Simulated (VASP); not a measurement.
Write the native input for VASP 6.6.1 that does the following.

```yaml
Task: single point
Functional: PBE
Potentials_or_basis: VASP PAW PBE potentials, release 64 (Fe, Si)
Cutoff: 520 eV
k_mesh: 4 × 4 × 4
Occupations: gaussian, width 0.1 eV
Spin: no spin polarisation
Dipole_correction: no
Further_INCAR_settings: ALGO = Normal; EDIFF = 1e-07; NBANDS = 34
```

The structure of FeSi lies in POSCAR:

```
FeSi
1.0
    4.4486568050      0.0000000000      0.0000000000
    0.0000000000      4.4486568050      0.0000000000
    0.0000000000      0.0000000000      4.4486568050
Fe Si
4 4
Direct
    0.1354867592      0.1354867592      0.1354867592
    0.3645132408      0.8645132408      0.6354867592
    0.6354867592      0.3645132408      0.8645132408
    0.8645132408      0.6354867592      0.3645132408
    0.8409262386      0.8409262386      0.8409262386
    0.6590737614      0.1590737614      0.3409262386
    0.3409262386      0.6590737614      0.1590737614
    0.1590737614      0.3409262386      0.6590737614
```

The input as run:

INCAR

```
PREC = Accurate ; ENCUT = 520
EDIFF = 1E-7 ; ISMEAR = 0
SIGMA = 0.1 ; LREAL = False
LASPH = True ; NELM = 100
ALGO = Normal ; ISIF = 2
LWAVE = False ; LCHARG = True
GGA = PE ; LELF = True
LVHAR = True ; NBANDS = 34
```

KPOINTS

```
regular mesh
0
Gamma
  4 4 4
```

Potentials or basis: VASP PAW PBE potentials, release 64 (Fe, Si).

Run with:

```console
$ cat potpaw_PBE.64/Fe/POTCAR potpaw_PBE.64/Si/POTCAR > POTCAR
$ mpirun -np 1 vasp_std > vasp.out
```

Results of the run:

| Property | Result |
| --- | --- |
| Pressure | 0.2 GPa |
| Largest force | 0.092 eV/Å |
| Band gap on the k mesh | 0.17 eV (least direct gap 0.20 eV) |

It took 59 s on 1 thread of Intel Xeon 8259CL, on a shared host, peak memory 0.21 GiB.
